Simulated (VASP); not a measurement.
# Lu3Pt2 (P-3m1) in VASP: further runs, part 2 of 2

VASP 6.6.1. The steps go on from the part before.

## (3) Single point, PBE

This run uses another cell than the first one, of 23.44 Å³/atom.

File INCAR:

```
SYSTEM = Lu3Pt2
PREC = Accurate ; ENCUT = 520
EDIFF = 1E-6 ; ISMEAR = 0
SIGMA = 0.1 ; LREAL = .FALSE.
LASPH = .TRUE. ; NELM = 80
ALGO = Fast ; ISIF = 2
LWAVE = .FALSE. ; LCHARG = .FALSE.
GGA = PE ; NBANDS = 56
```

File KPOINTS:

```
regular mesh
0
G
  6 6 4
  0 0 0
```

File POSCAR:

```
Lu3Pt2
1.0
    4.7676943902     -0.0000000031      0.0000000000
   -2.3838471924      4.1289444609      0.0000000000
    0.0000000000      0.0000000000      5.9543571003
Lu Pt
3 2
Direct
    0.0000000000      0.0000000000      0.0000000000
    0.3333333333      0.6666666667      0.6635014515
    0.6666666667      0.3333333333      0.3364985485
    0.3333333333      0.6666666667      0.1778550703
    0.6666666667      0.3333333333      0.8221449297
```

Potentials or basis: VASP PAW PBE potentials, release 64 (Lu, Pt).

On the command line:

```bash
$ cat potpaw_PBE.64/Lu/POTCAR potpaw_PBE.64/Pt/POTCAR > POTCAR
$ mpirun -np 1 vasp_std > vasp.out
```

OUTCAR:

```text
SYSTEM = Lu3Pt2
   PREC = Accurate
   ENCUT = 520
   EDIFF = 1E-6
   ISMEAR = 0
   LREAL = .FALSE.
   LASPH = .TRUE.
   NELM = 80
   ISIF = 2
   GGA = PE

 ion  position               nearest neighbor table
   1  0.000  0.000  0.000-   4 2.95   5 2.95   4 2.95   5 2.95   5 2.95   4 2.95   2 3.40   3 3.40
                             2 3.40   3 3.40   2 3.40   3 3.40
   2  0.333  0.667  0.664-   4 2.89   5 2.91   5 2.91   5 2.91   4 3.06   3 3.37   3 3.37   3 3.37
                             1 3.40   1 3.40   1 3.40
   3  0.667  0.333  0.336-   5 2.89   4 2.91   4 2.91   4 2.91   5 3.06   2 3.37   2 3.37   2 3.37
                             1 3.40   1 3.40   1 3.40
   4  0.333  0.667  0.178-   2 2.89   3 2.91   3 2.91   3 2.91   1 2.95   1 2.95   1 2.95   2 3.06
                             5 3.47   5 3.47   5 3.47
   5  0.667  0.333  0.822-   3 2.89   2 2.91   2 2.91   2 2.91   1 2.95   1 2.95   1 2.95   3 3.06
                             4 3.47   4 3.47   4 3.47

  LATTYP: Found a hexagonal cell.
 ALAT       =     4.7676943902
 C/A-ratio  =     1.2488965552

  Lattice vectors:

 A1 = (   4.7676943902,  -0.0000000031,   0.0000000000)
 A2 = (  -2.3838471924,   4.1289444609,   0.0000000000)
 A3 = (   0.0000000000,   0.0000000000,   5.9543571003)

Analysis of symmetry for initial positions (statically):
=====================================================================
 Subroutine PRICEL returns:
 Original cell was already a primitive cell.

 Routine SETGRP: Setting up the symmetry group for a
 hexagonal supercell.

 Subroutine GETGRP returns: Found 12 space group operations
 (whereof 12 operations were pure point group operations)
 out of a pool of 24 trial point group operations.

The static configuration has the point symmetry D_3d.

Analysis of symmetry for dynamics (positions and initial velocities):
=====================================================================
 Subroutine PRICEL returns:
 Original cell was already a primitive cell.

 Routine SETGRP: Setting up the symmetry group for a
 hexagonal supercell.

[... 131 lines left out ...]
  Fermi-wavevector in a.u.,A,eV,Ry     =   1.526354  2.884391 31.698260  2.329756
  Thomas-Fermi vector in A             =   2.634399
   LORBIT       =      0    0 simple, 1 ext, 2 COOP (PROOUT), +10 PAW based schemes
   GGA     = PE    functional components
   LHFCALC =     F    Hartree Fock is set to
   AEXX    =    0.0000 exact exchange contribution
   IVDW    =     0    specifies the selected vdW correction
   LEPSILON=     F    determine dielectric tensor
   LRPA    =     F    only Hartree local field effects (RPA)
 non-spin polarized calculation
 RMM-DIIS sequential band-by-band and
 Gauss-broadening in eV      SIGMA  =   0.10
  energy-cutoff  :      520.00
  volume of cell :      117.21
 maximum number of plane-waves:      3178
   NGX = 17   NGY = 17   NGZ = 23

 number of electron      95.0000032 magnetization

 Free energy of the ion-electron system (eV)
  ---------------------------------------------------
  ext. energy  EPLUGINS =         0.00000000
  ---------------------------------------------------
  free energy    TOTEN  =       -31.06635573 eV

  energy without entropy =      -31.04744312  energy(sigma->0) =      -31.05689943

 E-fermi :   4.5945     XC(G=0): -11.3162

 val. band max:        4.5835879919   @ k =   0.1667  -0.0000   0.0000
 cond. band min:       4.6372206757   @ k =   0.3333  -0.0000   0.5000
 fundamental gap:      0.0536326838
 Fermi energy:         4.5945031597

 k-point     1 :       0.0000    0.0000    0.0000
  band No.  band energies     occupation
      1     -51.7395      2.00000
      2     -51.7113      2.00000
      3     -51.7102      2.00000
      4     -22.5250      2.00000
      5     -22.4868      2.00000
      6     -22.4868      2.00000
[... 1405 lines left out ...]
     55       7.1135      0.00000
     56       8.3346      0.00000

------------------------ aborting loop because EDIFF is reached ----------------------------------------

  FORCE on cell =-STRESS in cart. coord.  units (eV):
  Direction    XX          YY          ZZ          XY          YZ          ZX
  --------------------------------------------------------------------------------------
  -------------------------------------------------------------------------------------
  Total        0.4109761      0.4109761      0.4468046      0.0000000      0.0000000     -0.0000000
  in kB        5.6175225      5.6175225      6.1072527      0.0000000      0.0000000     -0.0000000
  external PRESSURE =       5.7807659 kB  Pullay stress =       0.0000000 kB

 VOLUME and BASIS-vectors are now :
 -----------------------------------------------------------------------------
  energy-cutoff  :      520.00
  volume of cell :      117.21
      direct lattice vectors                 reciprocal lattice vectors
     4.767694390 -0.000000003  0.000000000     0.209744988  0.121096325  0.000000000
    -2.383847192  4.128944461  0.000000000     0.000000000  0.242192650  0.000000000
     0.000000000  0.000000000  5.954357100     0.000000000  0.000000000  0.167944244

 POSITION                                       TOTAL-FORCE (eV/Angst)
 -----------------------------------------------------------------------------------
      0.00000      0.00000      0.00000        -0.000000      0.000000     -0.000000
      0.00000      2.75263      3.95072         0.000000     -0.000000     -0.001650
      2.38385      1.37631      2.00363        -0.000000      0.000000      0.001650
      0.00000      2.75263      1.05901        -0.000000      0.000000     -0.014977
      2.38385      1.37631      4.89534         0.000000     -0.000000      0.014977
 -----------------------------------------------------------------------------------
    total drift:                                0.000000     -0.000000     -0.000000

  FREE ENERGIE OF THE ION-ELECTRON SYSTEM (eV)
  ---------------------------------------------------
  free  energy   TOTEN  =       -31.0663557337 eV

  energy  without entropy=      -31.0474431197  energy(sigma->0) =      -31.05689943
```

Wall time 21 min (1 thread of AMD EPYC 7R13, shared host); peak memory 0.3 GiB.

What came out:

* Free energy: -31.0664 eV
* Pressure: 0.6 GPa
* Largest force: 0.015 eV/Å
* Band gap on the k mesh: zero (an odd number of electrons rules out a gap without spin polarisation)

Forces on the atoms (eV/Å):
```
Lu   0.000  0.000  0.000
Lu   0.000  0.000 -0.002
Lu   0.000  0.000  0.002
Pt   0.000  0.000 -0.015
Pt   0.000  0.000  0.015
```

Levels at points of the mesh, in eV from the Fermi level:
| k point | band 45 | band 46 | band 47 | band 48 | band 49 | band 50 | band 51 | band 52 |
| --- | --- | --- | --- | --- | --- | --- | --- | --- |
| (0.00, 0.00, 0.00) | -2.89 | -2.05 | -0.27 | -0.27 | 1.20 | 1.20 | 1.90 | 1.90 |
| (0.50, 0.00, 0.00) | -2.69 | -1.77 | 0.92 | 0.93 | 1.00 | 1.17 | 1.23 | 1.79 |
| (0.00, 0.00, 0.50) | -2.89 | -1.04 | -0.92 | -0.92 | 1.22 | 1.22 | 2.21 | 2.21 |
| (0.50, 0.00, 0.50) | -2.85 | -2.75 | -1.22 | 0.48 | 0.56 | 0.89 | 1.25 | 1.64 |

Caveat: spin-orbit coupling is left out, which moves the levels of the heavy elements.
